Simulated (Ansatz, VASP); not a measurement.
# Rh in VASP and in Ansatz

```
Rh
1.0
     0.00000    2.73114    2.73114
     2.73114    0.00000    2.73114
     2.73114    2.73114    0.00000
Rh
2
Direct
  0.12500 0.12500 0.12500
  0.87500 0.87500 0.87500
```

Alike in both runs: functional r2SCAN; k mesh 10 × 10 × 10; occupations fermi-dirac, width 0.05 eV; collinear spin.

Ansatz relaxed the structure, and its values are those at the end. VASP's run is a single point on that final structure, the one shown.

|  | VASP | Ansatz |
| --- | --- | --- |
| version | VASP 6.6.1 | Ansatz 0.2.0 |
| potentials or method | VASP PAW PBE potentials, release 64 (Rh_pv), cutoff 520 eV | plane waves (500 eV) with PAW, scalar-relativistic |
| valence electrons in the cell | 30 | 34 |

VASP gave:

* pressure (GPa): 0.6
* net moment per atom (μB): 0.00

Which values does Ansatz return?

Pressure (GPa): 0.0; net moment per atom (μB): 0.00.

VASP's potentials were made for PBE, not for r2SCAN. VASP's potentials hold 30 valence electrons a cell and Ansatz's 34, so a difference there can come from the potentials and not from the codes. Ansatz's warnings: seeded moment not kept.
